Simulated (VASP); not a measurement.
Runs of VASP 6.6.1 on LiCl. The structure is that of space group I4/mmm (No. 139), or close to it. The cells are those of the table. 

```csv
cell,gap on the mesh (eV)
"a = 3.584, b = 3.584, c = 3.446 Å, angles 61.3, 61.3, 57.5°, 2 atoms",6.70
"a = 3.584, b = 3.584, c = 3.718 Å, angles 58.8, 58.8, 62.5°, 2 atoms",(a)
"a = 3.632, b = 3.632, c = 3.808 Å, angles 58.4, 58.4, 63.2°, 2 atoms",6.00
"a = 3.632, b = 3.632, c = 3.446 Å, angles 61.7, 61.7, 56.6°, 2 atoms",6.54
```

Alike in all rows: task single point; level PBE; potentials or basis VASP PAW PBE potentials, release 64 (Li_sv, Cl); no spin polarisation; k mesh 8 × 8 × 8; cutoff (eV) 520; smearing gaussian 0.05 eV.

Task: Fill in the values left out.

Result: (a) 6.28.

A k mesh can miss the band edges.
